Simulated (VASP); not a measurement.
Crystal: SrAlO.

```
CELL_PARAMETERS angstrom
4.38384 0.00000 0.00000
-2.19192 3.79651 0.00000
0.00000 0.00000 6.77338
ATOMIC_POSITIONS crystal
Sr 0.00000 0.00000 0.50000
Sr 0.00000 0.00000 0.00000
Al 0.66667 0.33333 0.75000
Al 0.33333 0.66667 0.25000
O 0.66667 0.33333 0.25000
O 0.33333 0.66667 0.75000
```

The cell was generated, and may not be a known phase.

| Property | Result |
| --- | --- |
| Program | VASP 6.6.1 |
| Task | relaxation of cell and atoms |
| Functional | PBE |
| Potentials or basis | VASP PAW PBE potentials, release 64 (Sr_sv, Al, O) |
| Cutoff | 600 eV |
| k mesh | 6 × 6 × 4 |
| Occupations | gaussian, width 0.1 eV |
| Spin | no spin polarisation |

At the start: pressure 4.2 GPa; volume 18.79 Å³/atom.

Task: Where does the relaxation end?

Result: Over 11 steps the energy falls by 517.7 meV/atom and the volume is 19.45 Å³/atom (+3.5 %); space group P6_3/mmc (No. 194, to 0.1 Å) before and after.

Step by step:
| step | energy change (eV) | largest force (eV/Å) | pressure (GPa) | volume (Å³) |
| --- | --- | --- | --- | --- |
| 1 | 0.0000 | 0.0000 | 4.19 | 112.73 |
| 2 | -0.8594 | 0.0000 | 0.38 | 120.63 |
| 3 | -2.0205 | 0.0000 | -7.06 | 142.89 |
| 4 | -2.4804 | 0.0000 | -6.97 | 138.25 |
| 5 | -2.6778 | 0.0000 | -6.87 | 134.58 |
| 6 | -2.7311 | 0.0000 | -5.97 | 126.32 |
| 7 | -2.7570 | 0.0000 | -6.70 | 131.75 |
| 8 | -3.0857 | 0.0000 | -1.83 | 120.19 |
| 9 | -3.1053 | 0.0000 | -0.18 | 117.07 |
| 10 | -3.1054 | 0.0000 | -0.03 | 116.79 |
| 11 | -3.1060 | 0.0000 | -0.01 | 116.70 |

Final structure:
```
Sr Al O
1.0
     3.73975    0.00000    0.00000
    -1.86987    3.23872    0.00000
     0.00000    0.00000    9.63490
Sr Al O
2 2 2
Direct
  0.00000 0.00000 0.50000
  0.00000 0.00000 0.00000
  0.66667 0.33333 0.75000
  0.33333 0.66667 0.25000
  0.66667 0.33333 0.25000
  0.33333 0.66667 0.75000
```

Caveat: a cell axis changed by over 15 % at a fixed basis, so the end point is rough.
